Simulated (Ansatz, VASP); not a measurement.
## One calculation of Sn, two programs

Contents of INCAR:

```
PREC = Accurate
ENCUT = 520
EDIFF = 1E-6
ISMEAR = 1
SIGMA = 0.2
LREAL = False
LASPH = True
NELM = 80
ALGO = Normal
ISIF = 2
LWAVE = False
LCHARG = False
GGA = PE
NBANDS = 21
```

File KPOINTS:

```
Automatic mesh
0
Gamma
  8 8 8
```

POSCAR

```
Sn
1.0
    0.0000000000      3.3289000152      3.3289000152
    3.3289000152      0.0000000000      3.3289000152
    3.3289000152      3.3289000152      0.0000000000
Sn
2
Direct
    0.5000000000      0.5000000000      0.5000000000
    0.7500000000      0.7500000000      0.7500000000
```

Input for Ansatz:

```yaml
crystal:
  lattice:
    - [0.0, 3.3289000152, 3.3289000152]
    - [3.3289000152, 0.0, 3.3289000152]
    - [3.3289000152, 3.3289000152, 0.0]
  atoms:
    - { symbol: Sn, position: [0.5, 0.5, 0.5] }
    - { symbol: Sn, position: [0.75, 0.75, 0.75] }
hamiltonian:
  xc: pbe
  pseudopotentials:
    kind: paw
    azcp:
      Sn: "pseudopotentials/Sn.paw.azcp"
basis:
  ecutwfc: 420
  fft_grid_basis: typed
kpoints:
  mp_grid: { grid: [8, 8, 8], shift: [0, 0, 0] }
magnetization:
  spin_polarized: false
scf:
  occupations: { method: cold, width: 0.2 }
  lower_state_search: "off"
output:
  stress: true
  write_density: true
  write_potential: true
  elf: true
  volumetric_format: npy
```

Alike in both runs: task single point; functional PBE; k mesh 8 × 8 × 8; no spin polarisation.

|  | VASP | Ansatz |
| --- | --- | --- |
| version | VASP 6.6.1 | Ansatz 0.2.0 |
| potentials or method | VASP PAW PBE potentials, release 64 (Sn_d), cutoff 520 eV | plane waves (420 eV) with PAW, scalar-relativistic |
| occupations | methfessel-paxton of order 1, width 0.2 eV | cold, width 0.2 eV |
| valence electrons in the cell | 28 | 28 |

|  | VASP | Ansatz | Ansatz less VASP |
| --- | --- | --- | --- |
| pressure (GPa) | -0.1 | 0.0 | +0.04 |
